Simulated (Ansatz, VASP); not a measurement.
# Two plane-wave programs on AlGa3N4

File INCAR:

```
SYSTEM = AlGa3N4
PREC = Accurate
ENCUT = 520
EDIFF = 1E-7
ISMEAR = 0
SIGMA = 0.05
LREAL = .FALSE.
LASPH = .TRUE.
NELM = 60
ALGO = Normal
ISIF = 2
LWAVE = .FALSE.
LCHARG = .TRUE.
LELF = .TRUE.
LVHAR = .TRUE.
NBANDS = 41
```

File KPOINTS:

```
regular mesh
0
G
  6 6 6
  0 0 0
```

File POSCAR:

```
AlGa3N4
1.0
    4.3709503792     -0.1305433172     -0.1305433172
   -0.1305433172      4.3709503792     -0.1305433172
   -0.1305433172     -0.1305433172      4.3709503792
Al Ga N
1 3 4
Direct
    0.0000000000      0.0000000000      0.0000000000
    0.5000000000      0.5000000000      0.0000000000
    0.5000000000      0.0000000000      0.5000000000
    0.0000000000      0.5000000000      0.5000000000
    0.7548078379      0.7548078379      0.2451921621
    0.7548078379      0.2451921621      0.7548078379
    0.2451921621      0.7548078379      0.7548078379
    0.2451921621      0.2451921621      0.2451921621
```

Input for Ansatz:

```yaml
crystal:
  lattice:
    - [4.3709503792, -0.1305433172, -0.1305433172]
    - [-0.1305433172, 4.3709503792, -0.1305433172]
    - [-0.1305433172, -0.1305433172, 4.3709503792]
  atoms:
    - { symbol: Al, position: [0.0, 0.0, 0.0] }
    - { symbol: Ga, position: [0.5, 0.5, 0.0] }
    - { symbol: Ga, position: [0.5, 0.0, 0.5] }
    - { symbol: Ga, position: [0.0, 0.5, 0.5] }
    - { symbol: "N", position: [0.7548078379, 0.7548078379, 0.2451921621] }
    - { symbol: "N", position: [0.7548078379, 0.2451921621, 0.7548078379] }
    - { symbol: "N", position: [0.2451921621, 0.7548078379, 0.7548078379] }
    - { symbol: "N", position: [0.2451921621, 0.2451921621, 0.2451921621] }
basis:
  ecutwfc: 520.0
kpoints:
  mp_grid: { grid: [6, 6, 6] }
hamiltonian:
  xc: lda
  pseudopotentials: { kind: paw, azcp: { folder: soft_1 } }
scf:
  occupations: { method: gaussian, width: 0.05 }
output:
  forces: true
  stress: true
  eigenvalues: true
```

Alike in both runs: task single point; functional LDA; k mesh 6 × 6 × 6; occupations gaussian, width 0.05 eV; no spin polarisation.

|  | VASP | Ansatz |
| --- | --- | --- |
| version | VASP 6.6.1 | Ansatz 0.2.0 |
| potentials or method | VASP PAW LDA potentials, release 64 (Al, Ga_d, N), cutoff 520 eV | scalar-relativistic, plane waves, PAW |
| valence electrons in the cell | 62 | 62 |

VASP gave:

- gap on the k mesh at the Fermi level (eV): 2.46
- least direct gap on the mesh (eV): 2.46
- pressure (GPa): 13.1
- traceless stress, the component that is largest in VASP (GPa): 16.13
- rms of the force components (eV/Å): 1.015

**Question.** Which values does Ansatz return?

**Answer.** gap on the k mesh at the Fermi level (eV): 2.46; least direct gap on the mesh (eV): 2.46; pressure (GPa): 11.9; traceless stress, the component that is largest in VASP (GPa): 15.91; rms of the force components (eV/Å): 0.987.

Ansatz warns that its potentials were made for another functional, while VASP's fit it. LDA's correlation is that of Perdew and Zunger in VASP and of Perdew and Wang (1992) in Ansatz. Atom by atom the forces differ by 0.030 eV/Å (rms over components).
